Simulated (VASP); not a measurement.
Runs of VASP 6.6.1 on GaGe. The structure is that of space group F-43m (No. 216), or close to it. The cells are those of the table. 

```csv
cell,gap on the mesh (eV),pressure (GPa)
"a = 4.125 Å, angles 60.0°, 2 atoms",none,(a)
"a = 4.071 Å, angles 60.0°, 2 atoms",none,(b)
"a = 4.043 Å, angles 60.0°, 2 atoms",none,2.6
"a = 4.179 Å, angles 60.0°, 2 atoms",none,-2.2
"a = 4.015 Å, angles 60.0°, 2 atoms",none,3.9
"a = 4.152 Å, angles 60.0°, 2 atoms",none,-1.4
"a = 4.098 Å, angles 60.0°, 2 atoms",none,0.3
```

Alike in all rows: task single point; level PBE; potentials or basis VASP PAW PBE potentials, release 64 (Ga_d, Ge_d); no spin polarisation; k mesh 7 × 7 × 7; cutoff (eV) 520; smearing fermi-dirac 0.1 eV.

Problem. Fill in the values left out.

Solution. (a) -0.6; (b) 1.4.

A k mesh can miss the band edges, and the runs leave out spin-orbit coupling on Ga, Ge.

A gap of «none» marks levels without a gap at the run's occupations.
